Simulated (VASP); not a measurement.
# Ga in VASP: further runs

Ga is run at these levels: PBE; tasks: electric field gradients.

All numbers are computed with VASP 6.6.1; they aren't measurements. Logs are shortened: lines on timing, memory, paths and dates and some standing lists are left out, and cuts for length are marked.

**1. The cell of the first run**

The typed cell holds 2 atoms: a = 4.289 Å, b = 4.344 Å, c = 3.170 Å, α = 88.54°, β = 90.70°, γ = 140.74°.

**2. Electric field gradients, PBE (equal xy, yz and zx shear strains of +2 %)**

Contents of INCAR:

```
PREC = Accurate
ENCUT = 520
EDIFF = 1E-8
ISMEAR = -1
SIGMA = 0.05
LREAL = False
LASPH = True
NELM = 80
ALGO = Normal
ISIF = 2
LWAVE = False
LCHARG = False
GGA = PE
LEFG = True
NBANDS = 20
KPAR = 4
```

Contents of KPOINTS:

```
Automatic mesh
0
Gamma
  15 15 13
```

Contents of POSCAR:

```
Ga
1.0
    1.4093500000     -4.0505000000     -0.0261500000
    1.4906500000      4.0795000000      0.0551500000
    0.0317000000      0.0317000000      3.1700000000
Ga
2
Direct
    0.8670000000      0.1330000000      0.2500000000
    0.1330000000      0.8670000000      0.7500000000
```

Potentials or basis: VASP PAW PBE potentials, release 64 (Ga_d).

Command:

```bash
cat potpaw_PBE.64/Ga_d/POTCAR > POTCAR
mpirun -np 4 vasp_std > vasp.out
```

OUTCAR:

```text
PREC = Accurate
   ENCUT = 520
   EDIFF = 1E-8
   ISMEAR = -1
   LREAL = False
   LASPH = True
   NELM = 80
   ISIF = 2
   GGA = PE

 ion  position               nearest neighbor table
   1  0.867  0.133  0.250-   2 2.66   2 2.71   2 2.85   2 2.85   2 2.86
   2  0.133  0.867  0.750-   1 2.66   1 2.71   1 2.85   1 2.85   1 2.86

  LATTYP: Found a triclinic cell.
 ALAT       =     2.9002899855
 B/A-ratio  =     2.0323197324
 C/A-ratio  =     1.0931034483
 COS(alpha) =     0.0009717712
 COS(beta)  =     0.0200959808
 COS(gamma) =     0.7242123152

  Lattice vectors:

 A1 = (  -2.9000000000,  -0.0290000000,  -0.0290000000)
 A2 = (  -4.3093500000,   4.0215000000,  -0.0028500000)
 A3 = (  -0.0317000000,  -0.0317000000,  -3.1700000000)

Analysis of symmetry for initial positions (statically):
=====================================================================
 Subroutine PRICEL returns:
 Original cell was already a primitive cell.

 Routine SETGRP: Setting up the symmetry group for a
 triclinic supercell.

 Subroutine GETGRP returns: Found  2 space group operations
 (whereof  2 operations were pure point group operations)
 out of a pool of  2 trial point group operations.

The static configuration has the point symmetry S_2 .

Analysis of symmetry for dynamics (positions and initial velocities):
=====================================================================
 Subroutine PRICEL returns:
 Original cell was already a primitive cell.

 Routine SETGRP: Setting up the symmetry group for a
 triclinic supercell.

 Subroutine GETGRP returns: Found  2 space group operations
 (whereof  2 operations were pure point group operations)
 out of a pool of  2 trial point group operations.

The dynamic configuration has the point symmetry S_2 .

 Subroutine INISYM returns: Found  2 space group operations
 (whereof  2 operations are pure point group operations),
 and found     1 'primitive' translations

----------------------------------------------------------------------------------------

                                     Primitive cell

  volume of cell :      37.3584

  direct lattice vectors                    reciprocal lattice vectors
     1.409350000 -4.050500000 -0.026150000     0.346113958 -0.126440402 -0.002196736
     1.490650000  4.079500000  0.055150000     0.343677807  0.119610781 -0.004632886
     0.031700000  0.031700000  3.170000000    -0.003123959 -0.003123959  0.315519892

  length of vectors
     4.288764565  4.343661957  3.170316984     0.368492704  0.363926693  0.315550821

  position of ions in fractional coordinates (direct lattice)
     0.867000000  0.133000000  0.250000000
     0.133000000  0.867000000  0.750000000

  ion indices of the primitive-cell ions
   primitive index   ion index
                 1           1
                 2           2

----------------------------------------------------------------------------------------

 KPOINTS: Automatic mesh

Automatic generation of k-mesh.
 Grid dimensions read from file:
 generate k-points for:   15   15   13

 Generating k-lattice:

  Cartesian coordinates                     Fractional coordinates (reciprocal lattice)
     0.023074264 -0.008429360 -0.000146449     0.066666667  0.000000000  0.000000000
     0.022911854  0.007974052 -0.000308859     0.000000000  0.066666667  0.000000000
    -0.000240305 -0.000240305  0.024270761     0.000000000 -0.000000000  0.076923077

  Length of vectors
     0.024566180  0.024261780  0.024273140

  Shift w.r.t. Gamma in fractional coordinates (k-lattice)
     0.000000000  0.000000000  0.000000000

 Subroutine IBZKPT returns following result:
 ===========================================

 Found   1463 irreducible k-points:

 Following reciprocal coordinates:
            Coordinates               Weight
  0.000000  0.000000  0.000000      1.000000
  0.066667 -0.000000  0.000000      2.000000
  0.133333 -0.000000 -0.000000      2.000000
  0.200000  0.000000  0.000000      2.000000
  0.266667 -0.000000 -0.000000      2.000000
  0.333333 -0.000000  0.000000      2.000000
[... 16 lines left out ...]
 -0.066667  0.066667  0.000000      2.000000
  0.000000  0.133333  0.000000      2.000000
 [... further k-points ...]
   k-points           NKPTS =   1463   k-points in BZ     NKDIM =   1463   number of bands    NBANDS=     20
   number of dos      NEDOS =    301   number of ions     NIONS =      2
   total plane-waves  NPLWV =  24576
   dimension x,y,z NGX =    32 NGY =   32 NGZ =   24
   dimension x,y,z NGXF=    64 NGYF=   64 NGZF=   48
   ions per type =               2
   NGX,Y,Z   is equivalent  to a cutoff of  12.40, 12.25, 12.59 a.u.
   NGXF,Y,Z  is equivalent  to a cutoff of  24.81, 24.49, 25.17 a.u.
 SYSTEM =  unknown system
   PREC   = accura    normal or accurate (medium, high low for compatibility)
   ISTART =      0    job   : 0-new  1-cont  2-samecut
   ICHARG =      2    charge: 1-file 2-atom 10-const
   ISPIN  =      1    spin polarized calculation?
   LNONCOLLINEAR =      F non collinear calculations
   LSORBIT =      F    spin-orbit coupling
   LASPH  =      T    aspherical Exc in radial PAW
   ENCUT  =  520.0 eV  38.22 Ry    6.18 a.u.   7.97  8.08  5.89*2*pi/ulx,y,z
   NELM   =     80;   NELMIN=  2; NELMDL= -5     # of ELM steps
   EDIFF  = 0.1E-07   stopping-criterion for ELM
   LREAL  =      F    real-space projection
   EDIFFG = 0.1E-06   stopping-criterion for IOM
   NSW    =      0    number of steps for IOM
   IBRION =     -1    ionic relax: 0-MD 1-quasi-New 2-CG
   NFREE  =      0    steps in history (QN), initial steepest desc. (CG)
   ISIF   =      2    stress and relaxation
   ISYM   =      2    0-nonsym 1-usesym 2-fastsym
   POTIM  = 0.5000    time-step for ionic-motion
   TEBEG  =    0.0;   TEEND  =   0.0 temperature during run
   PSTRESS=    0.0 pullay stress
   NELECT =      26.0000    total number of electrons
   NUPDOWN=      -1.0000    fix difference up-down
   EMIN   =  10.00;   EMAX   =-10.00  energy-range for DOS
   EFERMI =   0.00;   METHOD = LEGACY
   ISMEAR =    -1;   SIGMA  =   0.05  broadening in eV -4-tet -1-fermi 0-gaus
   EFERMI_NEDOS =   21; number of points for ismear=-14 and -15
   IALGO  =     38    algorithm
   IMIX   =      4    mixing-type and parameters
     AMIX     =   0.40;   BMIX     =  1.00
     AMIX_MAG =   1.60;   BMIX_MAG =  1.00
  volume/ion in A,a.u.               =      18.68       126.05
  Fermi-wavevector in a.u.,A,eV,Ry     =   1.450785  2.741587 28.637244  2.104778
  Thomas-Fermi vector in A             =   2.568357
   LORBIT       =      0    0 simple, 1 ext, 2 COOP (PROOUT), +10 PAW based schemes
   GGA     = PE    functional components
   LHFCALC =     F    Hartree Fock is set to
   AEXX    =    0.0000 exact exchange contribution
   IVDW    =     0    specifies the selected vdW correction
   LEPSILON=     F    determine dielectric tensor
   LRPA    =     F    only Hartree local field effects (RPA)
 non-spin polarized calculation
  energy-cutoff  :      520.00
  volume of cell :       37.36
 maximum number of plane-waves:      1029
   NGX = 15   NGY = 17   NGZ = 11

 number of electron      26.0000001 magnetization

 Free energy of the ion-electron system (eV)
  ---------------------------------------------------
  ext. energy  EPLUGINS =         0.00000000
  ---------------------------------------------------
  free energy    TOTEN  =        -5.76031124 eV

  energy without entropy =       -5.75411822  energy(sigma->0) =       -5.75721473

 E-fermi :   5.6421     XC(G=0): -11.0202

 val. band max:        5.6408353112   @ k =   0.2000  -0.1333   0.1538
 cond. band min:       5.6457819839   @ k =  -0.2000  -0.1333   0.3077
 fundamental gap:      0.0049466727
 Fermi energy:         5.6420806802

 k-point     1 :       0.0000    0.0000    0.0000
  band No.  band energies     occupation
      1      -9.5449      2.00000
      2      -9.5214      2.00000
      3      -9.4502      2.00000
      4      -9.4360      2.00000
      5      -9.2464      2.00000
      6      -9.2309      2.00000
[... 12 lines left out ...]
     19      16.8859      0.00000
     20      17.4188      0.00000

 k-point     2 :       0.0667   -0.0000    0.0000
  band No.  band energies     occupation
      1      -9.5402      2.00000
      2      -9.5185      2.00000
      3      -9.4486      2.00000
      4      -9.4185      2.00000
      5      -9.2513      2.00000
      6      -9.2363      2.00000
[... 12 lines left out ...]
     19      17.2853      0.00000
     20      18.4184      0.00000
[... 465 lines left out ...]
      3      -9.4686      2.00000
      4      -9.4162      2.00000
      5      -9.2573      2.00000
      6      -9.2344      2.00000
[... 12 lines left out ...]
     19      16.5189      0.00000
     20      17.3679      0.00000

 k-point    24 :       0.0000    0.1333    0.0000
  band No.  band energies     occupation
      1      -9.5280      2.00000
      2      -9.5110      2.00000
      3      -9.4366      2.00000
      4      -9.3772      2.00000
      5      -9.2670      2.00000
      6      -9.2519      2.00000
[... 12 lines left out ...]
     19      17.9608      0.00000
     20      20.2833      0.00000

 [... further k-points ...]
[... 5 lines left out ...]
  --------------------------------------------------------------------------------------
  -------------------------------------------------------------------------------------
  Total       -0.0186638      0.5484961      0.6872258     -0.0327034     -0.1781259      0.0331706
  in kB       -0.8004290     23.5231658     29.4728163     -1.4025376     -7.6392233      1.4225762
  external PRESSURE =      17.3985177 kB  Pullay stress =       0.0000000 kB

 VOLUME and BASIS-vectors are now :
 -----------------------------------------------------------------------------
  energy-cutoff  :      520.00
  volume of cell :       37.36
      direct lattice vectors                 reciprocal lattice vectors
     1.409350000 -4.050500000 -0.026150000     0.346113958 -0.126440402 -0.002196736
     1.490650000  4.079500000  0.055150000     0.343677807  0.119610781 -0.004632886
     0.031700000  0.031700000  3.170000000    -0.003123959 -0.003123959  0.315519892

 POSITION                                       TOTAL-FORCE (eV/Angst)
 -----------------------------------------------------------------------------------
      1.42809     -2.96128      0.77716         0.014729      0.196850     -0.017257
      1.50361      3.02198      2.42184        -0.014729     -0.196850      0.017257
 -----------------------------------------------------------------------------------
    total drift:                                0.000000      0.000000     -0.000000

  FREE ENERGIE OF THE ION-ELECTRON SYSTEM (eV)
  ---------------------------------------------------
  free  energy   TOTEN  =        -5.7603112396 eV

  energy  without entropy=       -5.7541182180  energy(sigma->0) =       -5.75721473

 Electric field gradients (V/A^2)
---------------------------------------------------------------------
 ion       V_xx      V_yy      V_zz      V_xy      V_xz      V_yz
---------------------------------------------------------------------
   1       8.167   -24.548    16.381     1.805     1.653     5.180
   2       8.167   -24.548    16.381     1.805     1.653     5.180
---------------------------------------------------------------------

 Electric field gradients after diagonalization (V/A^2)
 (convention: |V_zz| > |V_xx| > |V_yy|)
----------------------------------------------------------------------
 ion       V_xx      V_yy      V_zz     asymmetry (V_yy - V_xx)/ V_zz
----------------------------------------------------------------------
   1      17.405     7.864   -25.269       0.378
   2      17.405     7.864   -25.269       0.378
----------------------------------------------------------------------

           NMR quadrupolar parameters

 Cq : quadrupolar parameter    Cq=e*Q*V_zz/h
 eta: asymmetry parameters     (V_yy - V_xx)/ V_zz
 Q  : nuclear electric quadrupole moment in mb (millibarn)
----------------------------------------------------------------------
 ion       Cq(MHz)       eta       Q (mb)
----------------------------------------------------------------------
   1      -0.061       0.378       1.000
   2      -0.061       0.378       1.000
----------------------------------------------------------------------
```

It took 2.9 min on 4 MPI ranks of Intel Xeon Platinum 8259CL at 2.50GHz (Skylake/Cascade Lake), shared host; peak memory 0.87 GiB.

What came out:

```
Free energy                             : -5.7603 eV
Pressure                                : 1.7 GPa
Largest force                           : 0.198 eV/Å
Band gap on the k mesh                  : zero (bands 13 and 14 overlap by 8.73 eV)
Largest electric field gradient by atom : Ga -25.3 V/Å²
```

Forces in eV/Å, atoms in the order of the input:
```
Ga   0.015  0.197 -0.017
Ga  -0.015 -0.197  0.017
```

Stress tensor (GPa, compression positive):
```
-0.08 -0.14  0.14
-0.14  2.35 -0.76
 0.14 -0.76  2.95
```

Levels at points of the mesh, in eV from the Fermi level:
| k point | band 10 | band 11 | band 12 | band 13 | band 14 | band 15 | band 16 | band 17 |
| --- | --- | --- | --- | --- | --- | --- | --- | --- |
| (0.00, 0.00, 0.00) | -14.67 | -11.23 | -2.26 | -1.56 | 2.91 | 6.60 | 7.83 | 8.75 |

Electric field gradients, principal values (V/Å²):
```tsv
atom	least	middle	greatest (by size)
1 Ga	7.864	17.405	-25.269
2 Ga	7.864	17.405	-25.269
```

Caveat: the cell differs from its parent crystal (equal xy, yz and zx shear strains of +2 %); without QUAD_EFG the Cq values of the log hold for a quadrupole moment of 1 mb, not for the nuclei.

(Part 1 of 3 ends here.)

The gap in the log of VASP goes by the Fermi energy; the results here count the filled bands.